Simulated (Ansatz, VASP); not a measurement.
Two plane-wave programs on PbS

```
CELL_PARAMETERS angstrom
2.11266 1.21975 3.45192
-2.11266 1.21975 3.45192
0.00000 -2.43949 3.45192
ATOMIC_POSITIONS crystal
Pb 0.98057 0.98057 0.98057
S 0.47504 0.47504 0.47504
```

Alike in both runs: task single point; functional PBEsol; k mesh 6 × 6 × 6; no spin polarisation.

|  | VASP | Ansatz |
| --- | --- | --- |
| version | VASP 6.6.1 | Ansatz 0.2.0 |
| potentials or method | VASP PAW PBE potentials, release 64 (Pb_d, S), cutoff 520 eV | plane waves, PAW |
| occupations | gaussian, width 0.01 eV | fixed |
| valence electrons in the cell | 20 | 20 |

|  | VASP | Ansatz | Ansatz less VASP |
| --- | --- | --- | --- |
| gap on the k mesh at the Fermi level (eV) | 0.36 | 0.35 | -0.005 |

VASP's potentials were made for PBE, not for PBEsol.

Spin-orbit coupling is off throughout.
